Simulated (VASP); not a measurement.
# CuO (Tenorite) (C2/c) in VASP: single point with RPBE

Aim: the single point of CuO (Tenorite) with RPBE.

Everything below comes from runs of VASP 6.6.1. Logs are shortened: lines on timing, memory, paths and dates and some standing lists are left out, and cuts for length are marked.

## (1) The cell of the first run

It takes space group C2/c (No. 15, monoclinic). Conventional cell: a = 4.684 Å, b = 3.423 Å, c = 5.129 Å, α = 90.00°, β = 99.54°, γ = 90.00°. Cu (site symmetry -1) has 4 O at 1.95 to 1.96 Å within 2.6 Å. O (site symmetry 2) has 4 Cu at 1.95 to 1.96 Å within 2.6 Å.

## (2) Single point, RPBE

INCAR

```
SYSTEM = CuO
PREC = Accurate ; ENCUT = 520
EDIFF = 1E-6 ; ISMEAR = 1
SIGMA = 0.05 ; LREAL = .FALSE.
LASPH = .TRUE. ; NELM = 60
ALGO = Normal ; ISIF = 2
LWAVE = .FALSE. ; LCHARG = .TRUE.
GGA = RP ; LELF = .TRUE.
LVHAR = .TRUE. ; NBANDS = 25
```

KPOINTS

```
Automatic mesh
0
G
  8 8 5
  0 0 0
```

POSCAR

```
CuO
1.0
    2.3418500000     -1.7113000000      0.0000000000
    2.3418500000      1.7113000000      0.0000000000
   -0.8500274300      0.0000000000      5.0578693900
Cu O
2 2
Direct
    0.0000000000      0.5000000000      0.0000000000
    0.5000000000      0.0000000000      0.5000000000
    0.5816000000      0.4184000000      0.2500000000
    0.4184000000      0.5816000000      0.7500000000
```

Potentials or basis: VASP PAW PBE potentials, release 64 (Cu, O).

On the command line:

```bash
$ cat potpaw_PBE.64/Cu/POTCAR potpaw_PBE.64/O/POTCAR > POTCAR
$ mpirun -np 1 vasp_std > vasp.out
```

OUTCAR:

```text
SYSTEM = CuO
   PREC = Accurate
   ENCUT = 520
   EDIFF = 1E-6
   ISMEAR = 1
   LREAL = .FALSE.
   LASPH = .TRUE.
   NELM = 60
   ISIF = 2
   GGA = RP

 ion  position               nearest neighbor table
   1  0.000  0.500  0.000-   3 1.95   4 1.95   4 1.96   3 1.96
   2  0.500  0.000  0.500-   4 1.95   3 1.95   4 1.96   3 1.96
   3  0.582  0.418  0.250-   2 1.95   1 1.95   2 1.96   1 1.96
   4  0.418  0.582  0.750-   1 1.95   2 1.95   2 1.96   1 1.96

  LATTYP: Found a base centered monoclinic cell.
 ALAT       =     4.6837000000
 B/A-ratio  =     0.7307470589
 C/A-ratio  =     1.0950317048
 COS(beta)  =    -0.1657361236

  Lattice vectors:

 A1 = (   2.3418500000,  -1.7113000000,   0.0000000000)
 A2 = (   2.3418500000,   1.7113000000,   0.0000000000)
 A3 = (  -0.8500274300,   0.0000000000,   5.0578693900)

Analysis of symmetry for initial positions (statically):
=====================================================================
 Subroutine PRICEL returns:
 Original cell was already a primitive cell.

 Routine SETGRP: Setting up the symmetry group for a
 base centered monoclinic supercell.

 Subroutine GETGRP returns: Found  4 space group operations
 (whereof  2 operations were pure point group operations)
 out of a pool of  4 trial point group operations.

The static configuration has the point symmetry S_2 .
 The point group associated with its full space group is C_2h.

Analysis of symmetry for dynamics (positions and initial velocities):
=====================================================================
 Subroutine PRICEL returns:
 Original cell was already a primitive cell.

 Routine SETGRP: Setting up the symmetry group for a
 base centered monoclinic supercell.

 Subroutine GETGRP returns: Found  4 space group operations
 (whereof  2 operations were pure point group operations)
 out of a pool of  4 trial point group operations.

The dynamic configuration has the point symmetry S_2 .
 The point group associated with its full space group is C_2h.

 Subroutine INISYM returns: Found  4 space group operations
 (whereof  2 operations are pure point group operations),
 and found     1 'primitive' translations

----------------------------------------------------------------------------------------

                                     Primitive cell

  volume of cell :      40.5399

  direct lattice vectors                    reciprocal lattice vectors
     2.341850000 -1.711300000  0.000000000     0.213506416 -0.292175539  0.035881968
     2.341850000  1.711300000  0.000000000     0.213506416  0.292175539  0.035881968
    -0.850027430  0.000000000  5.057869390     0.000000000  0.000000000  0.197711709

  length of vectors
     2.900484289  2.900484289  5.128799996     0.363646877  0.363646877  0.197711709

  position of ions in fractional coordinates (direct lattice)
     0.000000000  0.500000000  0.000000000
     0.500000000  0.000000000  0.500000000
     0.581600000  0.418400000  0.250000000
     0.418400000  0.581600000  0.750000000

  ion indices of the primitive-cell ions
   primitive index   ion index
                 1           1
                 2           2
                 3           3
                 4           4

----------------------------------------------------------------------------------------

 KPOINTS: Automatic mesh

Automatic generation of k-mesh.
 Grid dimensions read from file:
 generate k-points for:    8    8    5

 Generating k-lattice:

  Cartesian coordinates                     Fractional coordinates (reciprocal lattice)
     0.026688302 -0.036521942  0.004485246     0.125000000  0.000000000  0.000000000
     0.026688302  0.036521942  0.004485246     0.000000000  0.125000000  0.000000000
     0.000000000  0.000000000  0.039542342     0.000000000  0.000000000  0.200000000

  Length of vectors
     0.045455860  0.045455860  0.039542342

  Shift w.r.t. Gamma in fractional coordinates (k-lattice)
     0.000000000  0.000000000  0.000000000

 Subroutine IBZKPT returns following result:
 ===========================================

 Found     93 irreducible k-points:

 Following reciprocal coordinates:
            Coordinates               Weight
  0.000000  0.000000  0.000000      1.000000
  0.125000 -0.000000 -0.000000      4.000000
  0.250000 -0.000000 -0.000000      4.000000
  0.375000 -0.000000  0.000000      4.000000
  0.500000 -0.000000 -0.000000      2.000000
  0.125000  0.125000 -0.000000      2.000000
[... 16 lines left out ...]
  0.125000 -0.000000  0.200000      4.000000
  0.250000 -0.000000  0.200000      4.000000
 [... further k-points ...]
   k-points           NKPTS =     93   k-points in BZ     NKDIM =     93   number of bands    NBANDS=     25
   number of dos      NEDOS =    301   number of ions     NIONS =      4
   total plane-waves  NPLWV =  23040
   dimension x,y,z NGX =    24 NGY =   24 NGZ =   40
   dimension x,y,z NGXF=    48 NGYF=   48 NGZF=   80
   ions per type =               2   2
   NGX,Y,Z   is equivalent  to a cutoff of  13.76, 13.76, 12.97 a.u.
   NGXF,Y,Z  is equivalent  to a cutoff of  27.51, 27.51, 25.93 a.u.
 SYSTEM =  CuO
   PREC   = accura    normal or accurate (medium, high low for compatibility)
   ISTART =      0    job   : 0-new  1-cont  2-samecut
   ICHARG =      2    charge: 1-file 2-atom 10-const
   ISPIN  =      1    spin polarized calculation?
   LNONCOLLINEAR =      F non collinear calculations
   LSORBIT =      F    spin-orbit coupling
   LASPH  =      T    aspherical Exc in radial PAW
   ENCUT  =  520.0 eV  38.22 Ry    6.18 a.u.   5.39  5.39  9.54*2*pi/ulx,y,z
   NELM   =     60;   NELMIN=  2; NELMDL= -5     # of ELM steps
   EDIFF  = 0.1E-05   stopping-criterion for ELM
   LREAL  =      F    real-space projection
   EDIFFG = 0.1E-04   stopping-criterion for IOM
   NSW    =      0    number of steps for IOM
   IBRION =     -1    ionic relax: 0-MD 1-quasi-New 2-CG
   NFREE  =      0    steps in history (QN), initial steepest desc. (CG)
   ISIF   =      2    stress and relaxation
   ISYM   =      2    0-nonsym 1-usesym 2-fastsym
   POTIM  = 0.5000    time-step for ionic-motion
   TEBEG  =    0.0;   TEEND  =   0.0 temperature during run
   PSTRESS=    0.0 pullay stress
   NELECT =      34.0000    total number of electrons
   NUPDOWN=      -1.0000    fix difference up-down
   EMIN   =  10.00;   EMAX   =-10.00  energy-range for DOS
   EFERMI =   0.00;   METHOD = LEGACY
   ISMEAR =     1;   SIGMA  =   0.05  broadening in eV -4-tet -1-fermi 0-gaus
   EFERMI_NEDOS =   21; number of points for ismear=-14 and -15
   IALGO  =     38    algorithm
   IMIX   =      4    mixing-type and parameters
     AMIX     =   0.40;   BMIX     =  1.00
     AMIX_MAG =   1.60;   BMIX_MAG =  1.00
  volume/ion in A,a.u.               =      10.13        68.39
  Fermi-wavevector in a.u.,A,eV,Ry     =   1.543856  2.917465 32.429379  2.383492
  Thomas-Fermi vector in A             =   2.649460
   LORBIT       =      0    0 simple, 1 ext, 2 COOP (PROOUT), +10 PAW based schemes
   GGA     = RP    functional components
   LHFCALC =     F    Hartree Fock is set to
   AEXX    =    0.0000 exact exchange contribution
   IVDW    =     0    specifies the selected vdW correction
   LEPSILON=     F    determine dielectric tensor
   LRPA    =     F    only Hartree local field effects (RPA)
 non-spin polarized calculation
 Methfessel and Paxton  Order N= 1 SIGMA  =   0.05
  energy-cutoff  :      520.00
  volume of cell :       40.54
 maximum number of plane-waves:      1129
 NGX is ok and might be reduce to    24
   NGX = 11   NGY = 11   NGZ = 19

 number of electron      34.0000001 magnetization

 Free energy of the ion-electron system (eV)
  ---------------------------------------------------
  ext. energy  EPLUGINS =         0.00000000
  ---------------------------------------------------
  free energy    TOTEN  =       -17.73415220 eV

  energy without entropy =      -17.73472064  energy(sigma->0) =      -17.73434168

 E-fermi :   5.8956     XC(G=0): -11.7052

 val. band max:        5.8755201728   @ k =  -0.2500   0.0000   0.2000
 cond. band min:       5.9112319526   @ k =   0.5000  -0.0000  -0.0000
 fundamental gap:      0.0357117798
 Fermi energy:         5.8956416779

 k-point     1 :       0.0000    0.0000    0.0000
  band No.  band energies     occupation
      1     -14.1315      2.00000
      2     -12.8264      2.00000
      3      -2.2325      2.00000
      4       0.3396      2.00000
      5       0.7350      2.00000
      6       2.5962      2.00000
[... 17 lines left out ...]
     24      22.3769      0.00000
     25      22.6757      0.00000

 k-point     2 :       0.1250   -0.0000   -0.0000
  band No.  band energies     occupation
      1     -14.0291      2.00000
      2     -12.7937      2.00000
      3      -2.0640      2.00000
      4       0.3131      2.00000
      5       0.6935      2.00000
      6       1.5486      2.00000
[... 17 lines left out ...]
     24      21.7139      0.00000
     25      22.7735      0.00000

 k-point     3 :       0.2500   -0.0000   -0.0000
  band No.  band energies     occupation
      1     -13.7687      2.00000
      2     -12.7135      2.00000
      3      -1.6451      2.00000
      4       0.1217      2.00000
      5       0.2283      2.00000
      6       0.7124      2.00000
[... 17 lines left out ...]
     24      20.4896      0.00000
     25      22.2280      0.00000

 k-point     4 :       0.3750   -0.0000    0.0000
  band No.  band energies     occupation
      1     -13.4855      2.00000
      2     -12.6321      2.00000
      3      -1.2265      2.00000
      4      -0.9116      2.00000
      5       0.1596      2.00000
      6       0.7208      2.00000
[... 17 lines left out ...]
     24      19.2104      0.00000
     25      21.7565      0.00000
[... 477 lines left out ...]
 k-point    22 :       0.0000    0.0000    0.2000
  band No.  band energies     occupation
      1     -14.0258      2.00000
      2     -12.9754      2.00000
      3      -1.8564      2.00000
      4       0.4204      2.00000
      5       0.7644      2.00000
      6       1.9966      2.00000
[... 17 lines left out ...]
     24      21.2592      0.00000
     25      22.8695      0.00000

 k-point    23 :       0.1250   -0.0000    0.2000
  band No.  band energies     occupation
      1     -13.9149      2.00000
      2     -12.9499      2.00000
      3      -1.7013      2.00000
      4       0.3664      2.00000
      5       0.7217      2.00000
      6       1.2829      2.00000
[... 17 lines left out ...]
     24      20.9693      0.00000
     25      22.0369      0.00000

 k-point    24 :       0.2500   -0.0000    0.2000
  band No.  band energies     occupation
      1     -13.6637      2.00000
      2     -12.8488      2.00000
      3      -1.4263      2.00000
      4      -0.0064      2.00000
      5       0.3341      2.00000
      6       0.6318      2.00000
[... 17 lines left out ...]
     24      20.8727      0.00000
     25      21.2785      0.00000

 [... further k-points ...]

------------------------ aborting loop because EDIFF is reached ----------------------------------------

  FORCE on cell =-STRESS in cart. coord.  units (eV):
  Direction    XX          YY          ZZ          XY          YZ          ZX
  --------------------------------------------------------------------------------------
  -------------------------------------------------------------------------------------
  Total        3.0671408      3.0350694      2.9697055      0.0000000      0.0000000     -0.4049363
  in kB      121.2164219    119.9489313    117.3656842      0.0000000      0.0000000    -16.0034798
  external PRESSURE =     119.5103458 kB  Pullay stress =       0.0000000 kB

 VOLUME and BASIS-vectors are now :
 -----------------------------------------------------------------------------
  energy-cutoff  :      520.00
  volume of cell :       40.54
      direct lattice vectors                 reciprocal lattice vectors
     2.341850000 -1.711300000  0.000000000     0.213506416 -0.292175539  0.035881968
     2.341850000  1.711300000  0.000000000     0.213506416  0.292175539  0.035881968
    -0.850027430  0.000000000  5.057869390     0.000000000  0.000000000  0.197711709

 POSITION                                       TOTAL-FORCE (eV/Angst)
 -----------------------------------------------------------------------------------
      1.17092      0.85565      0.00000         0.000000      0.000000      0.000000
      0.74591     -0.85565      2.52893         0.000000     -0.000000      0.000000
      2.12934     -0.27928      1.26447         0.000000      0.147793      0.000000
      1.70433      0.27928      3.79340        -0.000000     -0.147793      0.000000
 -----------------------------------------------------------------------------------
    total drift:                                0.000000      0.000000     -0.000000

  FREE ENERGIE OF THE ION-ELECTRON SYSTEM (eV)
  ---------------------------------------------------
  free  energy   TOTEN  =       -17.7341522009 eV

  energy  without entropy=      -17.7347206425  energy(sigma->0) =      -17.73434168
```

It took 65 s on 1 thread of Intel Xeon 6975P-C, shared host; peak memory 0.22 GiB.

Results:

```yaml
Free_energy: -17.7342 eV
Pressure: 12.0 GPa
Largest_force: 0.148 eV/Å
Band_gap_on_the_k_mesh: zero (band 17 reaches 6.11 eV, above the bottom of band 18 at 5.63 eV)
```

Forces in eV/Å, atoms in the order of the input:
```
Cu   0.000  0.000  0.000
Cu   0.000  0.000  0.000
O    0.000  0.148  0.000
O    0.000 -0.148  0.000
```

Stress tensor (GPa, compression positive):
```
12.12  0.00 -1.60
 0.00 11.99  0.00
-1.60  0.00 11.74
```

Caveat: the PAW data sets were made with another functional, which shifts forces and pressure a little; semilocal functionals often make such compounds metallic where correlation or magnetic order opens a gap, which also shifts bond lengths. With open d or f shells a metallic result of RPBE can be an artefact of self-interaction; +U or a hybrid may open a gap.
